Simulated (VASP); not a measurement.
The system is NaAl2O3.

```
Na Al O
1.0
     5.07074    0.00000    0.00000
    -2.53537    4.39139    0.00000
     0.00000    0.00000    3.50219
Na Al O
1 2 3
Direct
  0.00000 0.00000 0.50000
  0.33333 0.66667 0.50000
  0.66667 0.33333 0.50000
  0.50000 0.00000 0.50000
  0.00000 0.50000 0.50000
  0.50000 0.50000 0.50000
```

The cell was generated, and may not be a known phase.

* Program: VASP 6.6.1
* Task: relaxation of cell and atoms
* Functional: PBE
* Potentials or basis: VASP PAW PBE potentials, release 64 (Na_pv, Al, O)
* Cutoff: 600 eV
* k mesh: 4 × 4 × 5
* Occupations: gaussian, width 0.2 eV
* Spin: no spin polarisation

At the start: pressure 84.9 GPa; volume 13.00 Å³/atom.

Problem. How do energy, volume and symmetry change on relaxing?

Solution. Over 12 steps the energy falls by 1355.6 meV/atom and the volume is 20.03 Å³/atom (+54.1 %); space group P6/mmm (No. 191, to 0.1 Å) before and after.

Step by step:
```
step  energy change (eV)  largest force (eV/Å)  pressure (GPa)  volume (Å³)
   1              0.0000                0.0000           84.88        77.99
   2              2.7858                0.0000          -24.83       176.66
   3             -7.7860                0.0000           -5.84       113.67
   4             -7.9653                0.0000           -2.03       109.59
   5             -8.0027                0.0000            1.17       106.71
   6             -8.0016                0.0000            0.44       107.34
   7             -8.0319                0.0000            0.26       108.94
   8             -8.0963                0.0000           -0.22       113.74
   9             -8.1264                0.0000           -0.99       123.31
  10             -8.1301                0.0000           -0.81       120.89
  11             -8.0918                0.0000            3.07       117.50
  12             -8.1334                0.0000            0.00       120.15
```

Final structure:
```
Na Al O
1.0
     5.89219    0.00000    0.00000
    -2.94609    5.10278    0.00000
     0.00000    0.00000    3.99624
Na Al O
1 2 3
Direct
  0.00000 0.00000 0.50000
  0.33333 0.66667 0.50000
  0.66667 0.33333 0.50000
  0.50000 0.00000 0.50000
  0.00000 0.50000 0.50000
  0.50000 0.50000 0.50000
```

Caveat: the volume moved by over 15 % at a fixed basis, so the end points are rough; an odd number of electrons without spin polarisation forces a metal; a magnetic or distorted state may lie lower.
